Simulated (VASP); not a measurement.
# Al24O35 (a cell with a defect) in VASP: a series of runs, part 2 of 2

VASP 6.6.1. The steps go on from the part before.

## 3. Single point, PBEsol

Input file INCAR:

```
SYSTEM = Al24O35
ALGO = Normal
EDIFF = 1E-6
ENCUT = 520
GGA = PS
GGA_COMPAT = .False.
ISIF = 2
ISMEAR = -1
ISYM = -1
LASPH = .True.
LCHARG = .False.
LREAL = Auto
LWAVE = .False.
NBANDS = 347
NELECT = 562.0
NELM = 120
PREC = Accurate
SIGMA = 0.05
```

Input file KPOINTS:

```
explicit points
1
Reciprocal
  0.25000000   0.25000000   0.25000000 1
```

Input file POSCAR:

```
Al24O35
1.0
    9.5478620000      0.0000000000      0.0000000000
   -4.7739310000      8.2686910000      0.0000000000
    0.0000000000      0.0000000000     13.0135760000
Al O
48 70
Direct
    0.3338060000      0.1668540000      0.1849370000
    0.3340720000      0.6661760000      0.1851170000
    0.8338600000      0.1663330000      0.1850650000
    0.8333780000      0.6664780000      0.1848510000
    0.1658020000      0.3324180000      0.0201980000
    0.1657190000      0.8324340000      0.0191470000
[... 110 lines left out ...]
    0.6661550000      0.4856390000      0.9159030000
    0.6657300000      0.9851280000      0.9163190000
```

Potentials or basis: VASP PAW PBE potentials, release 64 (Al, O).

On the command line:

```sh
$ cat potpaw_PBE.64/Al/POTCAR potpaw_PBE.64/O/POTCAR > POTCAR
$ mpirun -np 1 vasp_std > vasp.out
```

OUTCAR:

```text
SYSTEM = Al24O35
   EDIFF = 1E-6
   ENCUT = 520
   GGA = PS
   ISIF = 2
   ISMEAR = -1
   ISYM = -1
   LASPH = .True.
   LREAL = Auto
   NELECT = 562.0
   NELM = 120
   PREC = Accurate

 ion  position               nearest neighbor table
   1  0.334  0.167  0.185-  61 1.86  59 1.86  49 1.87  88 1.97  65 1.97  53 1.98  41 2.65  24 2.80
                            23 2.80  21 2.81  10 3.20  11 3.21   9 3.22
   2  0.334  0.666  0.185-  50 1.86  62 1.86  60 1.87  54 1.97  89 1.97  66 1.98  42 2.65  24 2.79
                            23 2.80  22 2.81  10 3.20   9 3.22  12 3.22
   3  0.834  0.166  0.185-  51 1.86  57 1.86  63 1.87  90 1.96  55 1.97  67 1.98  43 2.65  21 2.79
                            22 2.80  23 2.81  11 3.20  12 3.22   9 3.22
   4  0.833  0.666  0.185-  52 1.86  64 1.86  58 1.87  91 1.97  56 1.97  68 1.97  44 2.64  21 2.80
                            24 2.80  22 2.80  11 3.20  10 3.21  12 3.22
   5  0.166  0.332  0.020-  90 1.85  65 1.86  54 1.86 103 1.98  80 1.99 115 1.99  45 2.65  41 2.80
                            42 2.80  43 2.80  22 3.21  21 3.21  24 3.22
   6  0.166  0.832  0.019-  91 1.86  66 1.86  53 1.86  81 1.98 116 1.98 104 1.98  46 2.65  41 2.79
                            42 2.79  44 2.80  22 3.22  21 3.22  23 3.22
   7  0.666  0.333  0.019-  88 1.86  67 1.86  56 1.86 105 1.97 117 1.99  82 1.99  47 2.66  43 2.80
                            44 2.80  41 2.81  23 3.21  24 3.22  22 3.22
   8  0.666  0.833  0.019-  55 1.86  68 1.86  89 1.86 118 1.98  83 1.98 106 1.99  48 2.65  43 2.79
                            44 2.80  42 2.81  23 3.21  24 3.22  21 3.22
   9  0.167  0.333  0.314-  61 1.86  50 1.86  57 1.86  99 1.98  72 1.98  76 1.98  13 2.65  17 2.79
                            18 2.79  20 2.79   2 3.22   1 3.22   3 3.22
  10  0.168  0.833  0.310-  62 1.83  49 1.84  58 1.84  77 2.02  73 2.02 100 2.04  14 2.61  18 2.81
                            17 2.82  19 2.82   2 3.20   1 3.20   4 3.21
  11  0.668  0.334  0.311-  63 1.84  52 1.84  59 1.84  74 2.01 101 2.02  78 2.03  15 2.63  19 2.81
                            18 2.81  20 2.82   4 3.20   3 3.20   1 3.21
  12  0.667  0.834  0.314-  51 1.85  60 1.85  64 1.85 102 1.97  79 1.99  75 2.03  16 2.67  19 2.78
                            20 2.80  17 2.81   3 3.22   2 3.22   4 3.22
  13  0.165  0.333  0.518-  94 1.87  95 1.88  70 1.88  76 1.95  99 1.96  72 1.97   9 2.65  39 2.77
                            38 2.79  37 2.79  28 3.17  26 3.21  25 3.24
  14  0.187  0.852  0.510-  96 1.83 100 1.83  69 1.83  73 1.92  77 1.93  10 2.61  37 2.69  38 2.78
                            40 2.94  27 3.17  25 3.30  19 3.34
  15  0.672  0.325  0.513-  97 1.83  92 1.86  74 1.87  78 1.94 101 1.94  11 2.63  39 2.72  37 2.80
[... 443 lines left out ...]

 number of electron     561.9999963 magnetization

 Free energy of the ion-electron system (eV)
  ---------------------------------------------------
  ext. energy  EPLUGINS =         0.00000000
  ---------------------------------------------------
  free energy    TOTEN  =      -937.95199302 eV

  energy without entropy =     -937.95198998  energy(sigma->0) =     -937.95199150

 E-fermi :   8.5591     XC(G=0): -11.7984

 val. band max:        7.8698408604   @ k =   0.2500   0.2500   0.2500
 cond. band min:       9.2484235382   @ k =   0.2500   0.2500   0.2500
 fundamental gap:      1.3785826778
 Fermi energy:         8.5591313633

 k-point     1 :       0.2500    0.2500    0.2500
  band No.  band energies     occupation
      1     -13.0463      2.00000
      2     -12.8321      2.00000
      3     -12.7995      2.00000
      4     -12.7219      2.00000
      5     -12.5524      2.00000
      6     -12.5360      2.00000
[... 285 lines left out ...]
    292      14.4719      0.00000
    293      14.5535      0.00000
 [bands above 293 left out]

------------------------ aborting loop because EDIFF is reached ----------------------------------------

  FORCE on cell =-STRESS in cart. coord.  units (eV):
  Direction    XX          YY          ZZ          XY          YZ          ZX
  --------------------------------------------------------------------------------------
  -------------------------------------------------------------------------------------
  Total      -17.4060550    -16.8612551    -21.3323273     -0.8644305     -1.9254192     -3.2755837
  in kB      -27.1438462    -26.2942587    -33.2666655     -1.3480348     -3.0025921     -5.1081040
  external PRESSURE =     -28.9015901 kB  Pullay stress =       0.0000000 kB

 VOLUME and BASIS-vectors are now :
 -----------------------------------------------------------------------------
  energy-cutoff  :      520.00
  volume of cell :     1027.40
      direct lattice vectors                 reciprocal lattice vectors
     9.547862000  0.000000000  0.000000000     0.104735489  0.060469063  0.000000000
    -4.773931000  8.268691000  0.000000000     0.000000000  0.120938127  0.000000000
     0.000000000  0.000000000 13.013576000     0.000000000  0.000000000  0.076842829

 POSITION                                       TOTAL-FORCE (eV/Angst)
 -----------------------------------------------------------------------------------
      2.39058      1.37966      2.40669        -0.002000     -0.004516      0.000174
      0.00940      5.50840      2.40903        -0.001050     -0.001402     -0.001086
      7.16752      1.37536      2.40836        -0.000186      0.000932     -0.003058
      4.77526      5.51090      2.40557         0.000971      0.000345     -0.000264
     -0.00389      2.74866      0.26285        -0.000120     -0.004434     -0.005653
     -2.39172      6.88314      0.24917        -0.000657      0.002533     -0.005818
[... 110 lines left out ...]
      4.04195      4.01560     11.91917         0.008458     -0.001649     -0.002104
      1.65337      8.14572     11.92459         0.004198      0.000071      0.000425
 -----------------------------------------------------------------------------------
    total drift:                                0.021878      0.021508     -0.027745

  FREE ENERGIE OF THE ION-ELECTRON SYSTEM (eV)
  ---------------------------------------------------
  free  energy   TOTEN  =      -937.9519930221 eV

  energy  without entropy=     -937.9519899758  energy(sigma->0) =     -937.95199150
```

OSZICAR:

```text
N       E                     dE             d eps       ncg     rms          rms(c)
DAV:   1     0.309491732276E+04    0.30949E+04   -0.29879E+05   702   0.155E+03
DAV:   2    -0.793447789853E+03   -0.38884E+04   -0.37939E+04   817   0.332E+02
DAV:   3    -0.102043911085E+04   -0.22699E+03   -0.22597E+03   820   0.854E+01
DAV:   4    -0.102338717611E+04   -0.29481E+01   -0.29380E+01   820   0.104E+01
DAV:   5    -0.102344393438E+04   -0.56758E-01   -0.56666E-01   820   0.136E+00    0.563E+01
DAV:   6    -0.939241550479E+03    0.84202E+02   -0.36921E+02   780   0.311E+01    0.208E+01
DAV:   7    -0.938466864521E+03    0.77469E+00   -0.74318E+00   804   0.466E+00    0.113E+01
DAV:   8    -0.937966742084E+03    0.50012E+00   -0.68960E-01   812   0.242E+00    0.319E+00
DAV:   9    -0.937950256072E+03    0.16486E-01   -0.22792E-01   812   0.108E+00    0.970E-01
DAV:  10    -0.937952490163E+03   -0.22341E-02   -0.20945E-02   812   0.313E-01    0.327E-01
DAV:  11    -0.937951963657E+03    0.52651E-03   -0.32437E-03  1060   0.212E-01    0.228E-01
DAV:  12    -0.937952020421E+03   -0.56765E-04   -0.93284E-04   820   0.884E-02    0.406E-02
DAV:  13    -0.937952006756E+03    0.13665E-04   -0.37829E-04   820   0.548E-02    0.267E-02
DAV:  14    -0.937951999472E+03    0.72839E-05   -0.68324E-05   820   0.259E-02    0.160E-02
DAV:  15    -0.937951994582E+03    0.48904E-05   -0.10386E-05   828   0.175E-02    0.885E-03
DAV:  16    -0.937951992785E+03    0.17964E-05   -0.11332E-05   812   0.109E-02    0.412E-03
DAV:  17    -0.937951993022E+03   -0.23663E-06   -0.34412E-06   620   0.417E-03
   1 F= -.93795199E+03 E0= -.93795199E+03  d E =-.304626E-05
```

Wall time 11 min (1 thread of Intel Xeon Platinum 8488C (Sapphire Rapids), shared host); peak memory 1 GiB.

Results:

```yaml
Free_energy: -937.9520 eV
Largest_force: 0.030 eV/Å
```

Forces on the atoms (eV/Å):
```
Al  -0.002 -0.005  0.000
Al  -0.001 -0.001 -0.001
Al   0.000  0.001 -0.003
Al   0.001  0.000  0.000
Al   0.000 -0.004 -0.006
Al  -0.001  0.003 -0.006
Al   0.001 -0.002 -0.004
Al  -0.004  0.002 -0.004
Al  -0.001 -0.003 -0.001
Al   0.001  0.006  0.009
Al  -0.001 -0.009  0.000
Al   0.000 -0.001  0.000
Al  -0.003  0.002 -0.004
Al  -0.012 -0.017  0.014
Al  -0.013  0.010  0.000
Al  -0.002 -0.002 -0.006
Al   0.003  0.001 -0.002
Al   0.003  0.001  0.001
Al  -0.001  0.004 -0.007
Al  -0.003 -0.003 -0.004
Al   0.001  0.006  0.005
Al  -0.001  0.000  0.006
Al  -0.003  0.003  0.005
Al  -0.001  0.000  0.000
Al   0.000 -0.004  0.005
Al  -0.010  0.027 -0.008
Al  -0.002  0.000  0.005
Al   0.008 -0.002 -0.006
Al   0.006  0.001 -0.004
Al   0.004 -0.004 -0.002
Al   0.001  0.001 -0.001
Al  -0.006 -0.003 -0.007
Al   0.000 -0.003  0.006
Al   0.006  0.000  0.000
Al  -0.001  0.005 -0.003
Al   0.020 -0.003 -0.012
Al  -0.006 -0.007 -0.014
Al  -0.001 -0.004  0.006
Al   0.002 -0.002  0.000
Al   0.007 -0.006  0.018
Al   0.000 -0.001  0.002
Al  -0.001 -0.004  0.000
Al  -0.003 -0.002  0.004
Al   0.001 -0.004  0.004
Al  -0.002  0.001  0.004
Al   0.005  0.003 -0.001
Al  -0.003 -0.002  0.000
Al  -0.005 -0.003  0.004
O   -0.009  0.005 -0.003
O   -0.005  0.001  0.000
O   -0.002  0.000 -0.004
O   -0.007  0.006  0.003
O   -0.003  0.004  0.004
O   -0.002  0.006 -0.001
O   -0.003  0.005  0.001
O   -0.003  0.005  0.000
O    0.000 -0.003 -0.002
O   -0.001 -0.009  0.002
O    0.001 -0.007 -0.004
O    0.000 -0.006  0.003
O    0.001  0.002 -0.001
O    0.010  0.003 -0.001
O    0.008  0.006 -0.002
O    0.003  0.004  0.000
O    0.004  0.001  0.002
O    0.005  0.001  0.002
O    0.007  0.001  0.002
O    0.006  0.000  0.002
O   -0.004  0.004  0.007
O    0.006  0.005 -0.007
O    0.003  0.005 -0.002
O   -0.004  0.005 -0.002
O   -0.004 -0.007 -0.006
O   -0.005 -0.007 -0.005
O   -0.012  0.007  0.001
O    0.001  0.005  0.002
O    0.001  0.002 -0.005
O    0.005  0.008 -0.006
O    0.002  0.001  0.000
O   -0.001  0.006  0.002
O    0.002  0.009  0.000
O    0.005  0.006  0.000
O    0.001  0.008  0.001
O    0.008 -0.003  0.006
O   -0.001  0.014  0.004
O    0.008  0.004  0.000
O    0.006  0.008  0.002
O   -0.003 -0.004  0.003
O   -0.003 -0.003  0.001
O   -0.004 -0.005  0.001
O   -0.002 -0.005  0.002
O   -0.006 -0.003  0.008
O    0.002  0.009 -0.008
O   -0.007  0.001  0.001
O    0.008 -0.014 -0.012
O    0.010 -0.010  0.009
O    0.002 -0.006  0.001
O   -0.002  0.001 -0.006
O    0.003 -0.005  0.000
O    0.008  0.008 -0.013
O   -0.002 -0.006  0.001
O   -0.002 -0.007  0.004
O   -0.007 -0.003  0.001
O   -0.003 -0.001 -0.002
O   -0.006 -0.003  0.001
O   -0.005 -0.002  0.000
O    0.005 -0.003 -0.002
O   -0.006 -0.001  0.010
O    0.004 -0.001 -0.002
O    0.001 -0.003  0.003
O   -0.004 -0.003 -0.001
O   -0.011  0.001  0.008
O   -0.004  0.001 -0.004
O   -0.003 -0.003  0.004
O    0.007 -0.004  0.002
O    0.006 -0.001  0.004
O    0.008 -0.002 -0.002
O    0.004  0.000  0.000
```

Levels at points of the mesh, in eV from the Fermi level:
```csv
k point,band 277,band 278,band 279,band 280,band 281,band 282,band 283,band 284,band 285,band 286
"(0.25, 0.25, 0.25)",-2.87,-2.84,-2.82,-2.74,-0.69,0.69,3.73,3.99,4.04,4.60
```

Caveat: the cell carries a net charge on a neutralising background, which shifts energy and pressure; the cell is charged against a uniform background, so pressure and absolute levels hang on convention; the PAW data sets were made with another functional, which shifts forces and pressure a little.
